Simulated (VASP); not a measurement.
Input of a VASP 6.6.1 run:

File POSCAR:

```
Ir
1.0
    2.7989532549      0.0000000000      0.0000000000
   -1.3994766274      2.4239646228      0.0000000000
    0.0000000000      0.0000000000      9.0271766845
Ir
4
Direct
    0.0000000000      0.0000000000      0.0000000000
    0.0000000000      0.0000000000      0.5000000000
    0.3333333333      0.6666666667      0.7500000000
    0.6666666667      0.3333333333      0.2500000000
```

The input INCAR.step1:

```
  PREC = Accurate
  ENCUT = 520
  ISMEAR = 0
  SIGMA = 0.1
  LREAL = False
  LASPH = True
  NELM = 100
  NBANDS = 26
  GGA = PE
  ALGO = Normal
  EDIFF = 1E-4
  LWAVE = True
  LCHARG = False
```

Contents of INCAR.step2:

```
  PREC = Accurate
  ENCUT = 520
  EDIFF = 1E-6
  ISMEAR = 0
  SIGMA = 0.1
  LREAL = False
  LASPH = True
  NELM = 100
  ALGO = Normal
  ISIF = 2
  LWAVE = False
  LCHARG = False
  METAGGA = R2SCAN
  LMIXTAU = True
  NBANDS = 26
  ISTART = 1
```

File KPOINTS:

```
regular mesh
0
Gamma
  9 9 2
```

Potentials or basis: VASP PAW PBE potentials, release 64 (Ir).

Run with:

```bash
$ cat potpaw_PBE.64/Ir/POTCAR > POTCAR
$ cp INCAR.step1 INCAR
$ mpirun -np 1 vasp_std > vasp.out
$ cp INCAR.step2 INCAR
$ mpirun -np 1 vasp_std > vasp.out
```

Task: Estimate the band gap on the k mesh.

Result: Zero (band 18 reaches 9.65 eV, above the bottom of band 19 at 7.44 eV).

Task: Estimate the pressure.

Result: -21.1 GPa.

Stress tensor (GPa, compression positive):
```
-21.48   0.00   0.00
  0.00 -21.48   0.00
  0.00   0.00 -20.20
```

Caveat: the PAW data sets were made with another functional, which shifts forces and pressure a little; spin-orbit coupling is left out, which moves the levels of the heavy elements.
